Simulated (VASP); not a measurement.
Runs of VASP 6.6.1 on Lu3Si. The structure is that of space group Pm-3m (No. 221), or close to it. The cells are those of the table. 

```tsv
cell	gap on the mesh (eV)	pressure (GPa)
a = 4.449 Å, 4 atoms	none	3.5
a = 4.541 Å, 4 atoms	none	-0.3
a = 4.511 Å, 4 atoms	none	(a)
a = 4.571 Å, 4 atoms	none	(b)
a = 4.480 Å, 4 atoms	none	2.0
a = 4.630 Å, 4 atoms	none	-3.6
a = 4.601 Å, 4 atoms	none	-2.8
```

Alike in all rows: task single point; level PBE; potentials or basis VASP PAW PBE potentials, release 64 (Lu, Si); no spin polarisation; k mesh 6 × 6 × 6; cutoff (eV) 520; smearing fermi-dirac 0.05 eV.

**Question.** Estimate the missing entries.

**Answer.** (a) 0.6; (b) -1.7.

Caveats: spin-orbit coupling is left out, which moves the levels of the heavy elements; the cell stands under pressure (at least some runs); the cell stands under tension (at least some runs).

A k mesh can miss the band edges, and the runs leave out spin-orbit coupling on Lu.

A gap of «none» marks levels without a gap at the run's occupations.
